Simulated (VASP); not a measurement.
# Be3H (Pm-3m) in VASP: further runs

Be3H is run at these levels: PBE; tasks: single point, relaxation of cell and atoms.

Program: VASP 6.6.1. These are calculated values, not measurements. Logs are shortened: lines on timing, memory, paths and dates and some standing lists are left out, and cuts for length are marked.

### 1 The cell of the first run

The structure is cubic, space group Pm-3m (No. 221). Conventional cell: a = 3.086 Å, b = 3.086 Å, c = 3.086 Å, α = 90.00°, β = 90.00°, γ = 90.00°. Be (site symmetry 4/mmm) has 8 Be at 2.18 Å and 4 H at 2.18 Å within 2.9 Å. Within 2.9 Å of Be (site symmetry 4/mmm) lie 8 Be at 2.18 Å and 4 H at 2.18 Å. H (site symmetry m-3m) has 12 Be at 2.18 Å within 2.9 Å.

### 2 Single point, PBE

INCAR

```
SYSTEM = Be3H
PREC = Accurate
ENCUT = 520
EDIFF = 1E-6
ISMEAR = 0
SIGMA = 0.1
LREAL = .False.
LASPH = .True.
NELM = 60
ALGO = Normal
ISIF = 2
LWAVE = .False.
LCHARG = .False.
GGA = PE
NBANDS = 17
```

KPOINTS

```
regular mesh
0
Gamma
  8 8 4
  0 0 0
```

POSCAR

```
Be3H
1.0
    3.0862309291      0.0000000000      0.0000000000
    0.0000000000      3.0862309291      0.0000000000
    0.0000000000      0.0000000000      6.1724618582
Be H
6 2
Direct
    1.0000000000      0.5000000000      0.2500000000
    0.0000000000      0.5000000000      0.7500000000
    0.5000000000      1.0000000000      0.2500000000
    0.5000000000      1.0000000000      0.7500000000
    0.5000000000      0.5000000000      0.0000000000
    0.5000000000      0.5000000000      0.5000000000
    0.0000000000      0.0000000000      0.5000000000
    0.0000000000      1.0000000000      0.0000000000
```

Potentials or basis: VASP PAW PBE potentials, release 64 (Be, H).

Run with:

```
$ cat potpaw_PBE.64/Be/POTCAR potpaw_PBE.64/H/POTCAR > POTCAR
$ mpirun -np 1 vasp_std > vasp.out
```

OUTCAR:

```text
SYSTEM = Be3H
   PREC = Accurate
   ENCUT = 520
   EDIFF = 1E-6
   ISMEAR = 0
   LREAL = .False.
   LASPH = .True.
   NELM = 60
   ISIF = 2
   GGA = PE

 ion  position               nearest neighbor table
   1  0.000  0.500  0.250-   3 2.18   5 2.18   6 2.18   3 2.18   3 2.18   5 2.18   6 2.18   3 2.18

   2  0.000  0.500  0.750-   4 2.18   5 2.18   6 2.18   4 2.18   4 2.18   5 2.18   6 2.18   4 2.18

   3  0.500  0.000  0.250-   1 2.18   5 2.18   6 2.18   1 2.18   5 2.18   6 2.18   1 2.18   1 2.18

   4  0.500  0.000  0.750-   2 2.18   5 2.18   6 2.18   2 2.18   5 2.18   6 2.18   2 2.18   2 2.18

   5  0.500  0.500  0.000-   1 2.18   2 2.18   3 2.18   4 2.18   3 2.18   4 2.18   1 2.18   2 2.18

   6  0.500  0.500  0.500-   1 2.18   2 2.18   3 2.18   4 2.18   3 2.18   4 2.18   1 2.18   2 2.18

   7  0.000  0.000  0.500-
   8  0.000  0.000  0.000-

  LATTYP: Found a simple tetragonal cell.
 ALAT       =     3.0862309291
 C/A-ratio  =     2.0000000000

  Lattice vectors:

 A1 = (   3.0862309291,   0.0000000000,   0.0000000000)
 A2 = (   0.0000000000,   3.0862309291,   0.0000000000)
 A3 = (   0.0000000000,   0.0000000000,   6.1724618582)

Analysis of symmetry for initial positions (statically):
=====================================================================
 Subroutine PRICEL returns following result:

  LATTYP: Found a simple cubic cell.
 ALAT       =     3.0862309291

  Lattice vectors:

 A1 = (   3.0862309291,   0.0000000000,   0.0000000000)
 A2 = (   0.0000000000,   3.0862309291,   0.0000000000)
 A3 = (   0.0000000000,   0.0000000000,   3.0862309291)

   2 primitive cells build up your supercell.

 Routine SETGRP: Setting up the symmetry group for a
 simple tetragonal supercell.

 Subroutine GETGRP returns: Found 16 space group operations
 (whereof 16 operations were pure point group operations)
 out of a pool of 16 trial point group operations.

The static configuration has the point symmetry D_4h.

Analysis of symmetry for dynamics (positions and initial velocities):
=====================================================================
 Subroutine PRICEL returns following result:

  LATTYP: Found a simple cubic cell.
 ALAT       =     3.0862309291

  Lattice vectors:

 A1 = (   3.0862309291,   0.0000000000,   0.0000000000)
 A2 = (   0.0000000000,   3.0862309291,   0.0000000000)
 A3 = (   0.0000000000,   0.0000000000,   3.0862309291)

   2 primitive cells build up your supercell.

 Routine SETGRP: Setting up the symmetry group for a
 simple tetragonal supercell.

 Subroutine GETGRP returns: Found 16 space group operations
 (whereof 16 operations were pure point group operations)
 out of a pool of 16 trial point group operations.

The dynamic configuration has the point symmetry D_4h.

 Subroutine INISYM returns: Found 16 space group operations
 (whereof 16 operations are pure point group operations),
 and found     2 'primitive' translations

----------------------------------------------------------------------------------------

                                     Primitive cell

  volume of cell :      29.3958

  direct lattice vectors                    reciprocal lattice vectors
     3.086230929  0.000000000  0.000000000     0.324019823  0.000000000  0.000000000
     0.000000000  3.086230929  0.000000000     0.000000000  0.324019823  0.000000000
     0.000000000  0.000000000  3.086230929     0.000000000  0.000000000  0.324019823

  length of vectors
     3.086230929  3.086230929  3.086230929     0.324019823  0.324019823  0.324019823

  position of ions in fractional coordinates (direct lattice)
     0.000000000  0.500000000  0.500000000
     0.500000000  0.000000000  0.500000000
     0.500000000  0.500000000  0.000000000
     0.000000000  0.000000000  0.000000000

  ion indices of the primitive-cell ions
   primitive index   ion index
                 1           1
                 2           3
                 3           5
                 4           7

----------------------------------------------------------------------------------------

 KPOINTS: regular mesh

Automatic generation of k-mesh.
 Grid dimensions read from file:
 generate k-points for:    8    8    4

 Generating k-lattice:

  Cartesian coordinates                     Fractional coordinates (reciprocal lattice)
     0.040502478  0.000000000  0.000000000     0.125000000  0.000000000  0.000000000
     0.000000000  0.040502478  0.000000000     0.000000000  0.125000000  0.000000000
     0.000000000  0.000000000  0.040502478     0.000000000  0.000000000  0.250000000

  Length of vectors
     0.040502478  0.040502478  0.040502478

  Shift w.r.t. Gamma in fractional coordinates (k-lattice)
     0.000000000  0.000000000  0.000000000

 Subroutine IBZKPT returns following result:
 ===========================================

 Found     45 irreducible k-points:

 Following reciprocal coordinates:
            Coordinates               Weight
  0.000000  0.000000  0.000000      1.000000
  0.125000  0.000000  0.000000      4.000000
  0.250000  0.000000  0.000000      4.000000
  0.375000  0.000000  0.000000      4.000000
  0.500000  0.000000  0.000000      2.000000
  0.125000  0.125000  0.000000      4.000000
[... 16 lines left out ...]
  0.375000  0.125000  0.250000     16.000000
  0.500000  0.125000  0.250000      8.000000
 [... further k-points ...]
   k-points           NKPTS =     45   k-points in BZ     NKDIM =     45   number of bands    NBANDS=     17
   number of dos      NEDOS =    301   number of ions     NIONS =      8
   total plane-waves  NPLWV =  27648
   dimension x,y,z NGX =    24 NGY =   24 NGZ =   48
   dimension x,y,z NGXF=    48 NGYF=   48 NGZF=   96
   ions per type =               6   2
   NGX,Y,Z   is equivalent  to a cutoff of  12.93, 12.93, 12.93 a.u.
   NGXF,Y,Z  is equivalent  to a cutoff of  25.86, 25.86, 25.86 a.u.
 SYSTEM =  Be3H
   PREC   = accura    normal or accurate (medium, high low for compatibility)
   ISTART =      0    job   : 0-new  1-cont  2-samecut
   ICHARG =      2    charge: 1-file 2-atom 10-const
   ISPIN  =      1    spin polarized calculation?
   LNONCOLLINEAR =      F non collinear calculations
   LSORBIT =      F    spin-orbit coupling
   LASPH  =      T    aspherical Exc in radial PAW
   ENCUT  =  520.0 eV  38.22 Ry    6.18 a.u.   5.74  5.74 11.48*2*pi/ulx,y,z
   NELM   =     60;   NELMIN=  2; NELMDL= -5     # of ELM steps
   EDIFF  = 0.1E-05   stopping-criterion for ELM
   LREAL  =      F    real-space projection
   EDIFFG = 0.1E-04   stopping-criterion for IOM
   NSW    =      0    number of steps for IOM
   IBRION =     -1    ionic relax: 0-MD 1-quasi-New 2-CG
   NFREE  =      0    steps in history (QN), initial steepest desc. (CG)
   ISIF   =      2    stress and relaxation
   ISYM   =      2    0-nonsym 1-usesym 2-fastsym
   POTIM  = 0.5000    time-step for ionic-motion
   TEBEG  =    0.0;   TEEND  =   0.0 temperature during run
   PSTRESS=    0.0 pullay stress
   NELECT =      14.0000    total number of electrons
   NUPDOWN=      -1.0000    fix difference up-down
   EMIN   =  10.00;   EMAX   =-10.00  energy-range for DOS
   EFERMI =   0.00;   METHOD = LEGACY
   ISMEAR =     0;   SIGMA  =   0.10  broadening in eV -4-tet -1-fermi 0-gaus
   EFERMI_NEDOS =   21; number of points for ismear=-14 and -15
   IALGO  =     38    algorithm
   IMIX   =      4    mixing-type and parameters
     AMIX     =   0.40;   BMIX     =  1.00
     AMIX_MAG =   1.60;   BMIX_MAG =  1.00
  volume/ion in A,a.u.               =       7.35        49.59
  Fermi-wavevector in a.u.,A,eV,Ry     =   1.014719  1.917541 14.009300  1.029654
  Thomas-Fermi vector in A             =   2.147963
   LORBIT       =      0    0 simple, 1 ext, 2 COOP (PROOUT), +10 PAW based schemes
   GGA     = PE    functional components
   LHFCALC =     F    Hartree Fock is set to
   AEXX    =    0.0000 exact exchange contribution
   IVDW    =     0    specifies the selected vdW correction
   LEPSILON=     F    determine dielectric tensor
   LRPA    =     F    only Hartree local field effects (RPA)
 non-spin polarized calculation
 Gauss-broadening in eV      SIGMA  =   0.10
  energy-cutoff  :      520.00
  volume of cell :       58.79
 maximum number of plane-waves:      1624
 NGX is ok and might be reduce to    24

 number of electron      14.0000001 magnetization

 Free energy of the ion-electron system (eV)
  ---------------------------------------------------
  ext. energy  EPLUGINS =         0.00000000
  ---------------------------------------------------
  free energy    TOTEN  =       -23.81083447 eV

  energy without entropy =      -23.80085629  energy(sigma->0) =      -23.80584538

 E-fermi :   5.5795     XC(G=0): -10.3402

 val. band max:        5.4876011992   @ k =   0.0000   0.0000   0.2500
 cond. band min:       5.5894024770   @ k =   0.2500   0.2500   0.2500
 fundamental gap:      0.1018012778
 Fermi energy:         5.5795327105

 k-point     1 :       0.0000    0.0000    0.0000
  band No.  band energies     occupation
      1      -5.7436      2.00000
      2      -3.2710      2.00000
      3      -1.9164      2.00000
      4       5.2631      1.99999
      5       5.2631      1.99999
      6       5.2631      1.99999
[... 9 lines left out ...]
     16      11.9873      0.00000
     17      17.0712      0.00000

 k-point     2 :       0.1250    0.0000    0.0000
  band No.  band energies     occupation
      1      -5.5547      2.00000
      2      -3.0742      2.00000
      3      -1.7546      2.00000
      4       3.5114      2.00000
      5       5.4876      1.80644
      6       5.4876      1.80644
[... 9 lines left out ...]
     16      13.7428      0.00000
     17      16.1306      0.00000
[... 421 lines left out ...]
 k-point    24 :       0.5000    0.1250    0.2500
  band No.  band energies     occupation
      1      -2.8758      2.00000
      2      -1.5960      2.00000
      3      -1.4399      2.00000
      4      -0.4122      2.00000
      5       2.9288      2.00000
      6       3.0732      2.00000
[... 9 lines left out ...]
     16      14.5930      0.00000
     17      14.7445      0.00000

 [... further k-points ...]

------------------------ aborting loop because EDIFF is reached ----------------------------------------

  FORCE on cell =-STRESS in cart. coord.  units (eV):
  Direction    XX          YY          ZZ          XY          YZ          ZX
  --------------------------------------------------------------------------------------
  -------------------------------------------------------------------------------------
  Total        0.0892302      0.0892302      0.0892291      0.0000000      0.0000000     -0.0000000
  in kB        2.4316831      2.4316831      2.4316532      0.0000000      0.0000000     -0.0000000
  external PRESSURE =       2.4316731 kB  Pullay stress =       0.0000000 kB

 VOLUME and BASIS-vectors are now :
 -----------------------------------------------------------------------------
  energy-cutoff  :      520.00
  volume of cell :       58.79
      direct lattice vectors                 reciprocal lattice vectors
     3.086230929  0.000000000  0.000000000     0.324019823  0.000000000  0.000000000
     0.000000000  3.086230929  0.000000000     0.000000000  0.324019823  0.000000000
     0.000000000  0.000000000  6.172461858     0.000000000  0.000000000  0.162009912

 POSITION                                       TOTAL-FORCE (eV/Angst)
 -----------------------------------------------------------------------------------
      0.00000      1.54312      1.54312        -0.000000     -0.000000     -0.000000
      0.00000      1.54312      4.62935        -0.000000     -0.000000     -0.000000
      1.54312      0.00000      1.54312        -0.000000     -0.000000     -0.000000
      1.54312      0.00000      4.62935        -0.000000     -0.000000     -0.000000
      1.54312      1.54312      0.00000        -0.000000     -0.000000      0.000000
      1.54312      1.54312      3.08623         0.000000      0.000000     -0.000000
      0.00000      0.00000      3.08623        -0.000000     -0.000000     -0.000000
      0.00000      0.00000      0.00000        -0.000000     -0.000000     -0.000000
 -----------------------------------------------------------------------------------
    total drift:                               -0.000000     -0.000000      0.000000

  FREE ENERGIE OF THE ION-ELECTRON SYSTEM (eV)
  ---------------------------------------------------
  free  energy   TOTEN  =       -23.8108344711 eV

  energy  without entropy=      -23.8008562877  energy(sigma->0) =      -23.80584538
```

Run time: 15 s. Hardware: 1 thread of Intel Xeon Platinum 8488C (Sapphire Rapids), shared host; peak memory 0.18 GiB.

Results:

| Property | Result |
| --- | --- |
| Free energy | -23.8108 eV |
| Pressure | 0.2 GPa |
| Band gap on the k mesh | zero (bands 7 and 8 overlap by 5.49 eV) |

### 3 Single point, PBE

This run uses another cell than the first one: it holds 4 atoms, not 8.

INCAR

```
SYSTEM = Be3H
ALGO = Normal
EDIFF = 1E-7
ENCUT = 520
GGA = PE
ISIF = 2
ISMEAR = 0
LASPH = .TRUE.
LCHARG = .FALSE.
LREAL = .FALSE.
LWAVE = .FALSE.
NBANDS = 12
NELM = 100
PREC = Accurate
SIGMA = 0.1
```

KPOINTS

```
k-points
0
G
  16 16 16
  0 0 0
```

POSCAR

```
Be3H
1.0
    3.0862309291      0.0000000000      0.0000000000
    0.0000000000      3.0862309291      0.0000000000
    0.0000000000      0.0000000000      3.0862309291
Be H
3 1
Direct
    0.0000000000      0.5000000000      0.5000000000
    0.5000000000      0.0000000000      0.5000000000
    0.5000000000      0.5000000000      0.0000000000
    0.0000000000      0.0000000000      0.0000000000
```

Potentials or basis: VASP PAW PBE potentials, release 64 (Be, H).

Run with:

```
$ cat potpaw_PBE.64/Be/POTCAR potpaw_PBE.64/H/POTCAR > POTCAR
$ mpirun -np 1 vasp_std > vasp.out
```

Run time: 16 s. Hardware: 1 thread of Intel Xeon Platinum 8488C (Sapphire Rapids), shared host; peak memory 0.17 GiB.

Results (log left out):

```yaml
Free_energy: -11.8986 eV
Pressure: 0.0 GPa
Band_gap_on_the_k_mesh: zero (an odd number of electrons rules out a gap without spin polarisation)
```

Levels at points of the mesh, in eV from the Fermi level:
| k point | band 1 | band 2 | band 3 | band 4 | band 5 | band 6 | band 7 | band 8 | band 9 |
| --- | --- | --- | --- | --- | --- | --- | --- | --- | --- |
| (0.00, 0.00, 0.00) | -11.33 | -0.32 | -0.32 | -0.32 | 0.85 | 6.40 | 6.40 | 11.49 | 11.49 |
| (0.50, 0.00, 0.00) | -8.87 | -7.49 | 2.37 | 2.37 | 4.59 | 4.84 | 4.84 | 5.44 | 6.34 |
| (0.50, 0.50, 0.00) | -6.68 | -5.54 | -3.65 | -3.65 | 5.31 | 5.70 | 6.60 | 6.60 | 11.97 |
| (0.50, 0.50, 0.50) | -4.77 | -3.53 | -2.34 | -2.34 | -2.34 | 1.81 | 1.81 | 1.81 | 18.13 |

### 4 Relaxation of cell and atoms, PBE

This run uses another cell than the first one: it holds 4 atoms, not 8.

INCAR

```
PREC = Accurate
ENCUT = 600
EDIFF = 1E-6
ISMEAR = 0
SIGMA = 0.1
LREAL = False
LASPH = True
NELM = 60
ALGO = Normal
ISIF = 3
LWAVE = False
LCHARG = False
GGA = PE
IBRION = 2
NSW = 100
EDIFFG = -0.01
```

KPOINTS

```
Automatic mesh
0
Gamma
  16 16 16
```

POSCAR

```
Be3H
1.0
    3.0882174123      0.0000000000      0.0000000000
    0.0000000000      3.0882174123      0.0000000000
    0.0000000000      0.0000000000      3.0882174123
Be H
3 1
Direct
    0.0000000000      0.5000000000      0.5000000000
    0.5000000000      0.0000000000      0.5000000000
    0.5000000000      0.5000000000      0.0000000000
    0.0000000000      0.0000000000      0.0000000000
```

Run with:

```
$ cat potpaw_PBE.64/Be/POTCAR potpaw_PBE.64/H/POTCAR > POTCAR
$ mpirun -np 1 vasp_std > vasp.out
```

It took 18 s on 1 thread of Intel Xeon Platinum 8488C (Sapphire Rapids), shared host; peak memory 0.18 GiB.

The run converged. Its results:

```yaml
Free_energy: -11.8988 eV
Pressure_after_relaxing: -0.1 GPa
Band_gap_on_the_k_mesh: zero (an odd number of electrons rules out a gap without spin polarisation)
```

Final structure:
```
Be H
1.0
     3.08822    0.00000    0.00000
     0.00000    3.08822    0.00000
     0.00000    0.00000    3.08822
Be H
3 1
Direct
  0.00000 0.50000 0.50000
  0.50000 0.00000 0.50000
  0.50000 0.50000 0.00000
  0.00000 0.00000 0.00000
```

Levels at points of the mesh, in eV from the Fermi level:
```csv
k point,band 2,band 3,band 4,band 5,band 6,band 7
"(0.00, 0.00, 0.00)",-0.31,-0.31,-0.31,0.85,6.39,6.39
"(0.50, 0.00, 0.00)",-7.49,2.37,2.37,4.58,4.83,4.83
"(0.50, 0.50, 0.00)",-5.53,-3.65,-3.65,5.30,5.69,6.59
"(0.50, 0.50, 0.50)",-3.53,-2.34,-2.34,-2.34,1.80,1.80
```

Caveat: the relaxation stopped at its first step, so nothing moved.

### 5 Overview

| task | cell | k mesh | cutoff (eV) | gap on the mesh (eV) | pressure (GPa) |
| --- | --- | --- | --- | --- | --- |
| single point | a = 3.086, b = 3.086, c = 6.172 Å, 8 atoms, atomic positions A | 8 × 8 × 4 | 520 | none | 0.2 |
| single point | a = 3.086 Å, 4 atoms, atomic positions B | 16 × 16 × 16 | 520 | none | 0.0 |
| relaxation of cell and atoms | relaxed from a = 3.088 Å, 4 atoms, atomic positions B | 16 × 16 × 16 | 600 | none | -0.1 |

Alike in all rows: level PBE; potentials or basis VASP PAW PBE potentials, release 64 (Be, H); no spin polarisation; smearing gaussian 0.1 eV.

Caveats: the relaxation stopped at its first step, so nothing moved (at least some runs).

Absolute energies hang on the potentials; compare differences alone.

The gap in the log of VASP goes by the Fermi energy; the results here count the filled bands.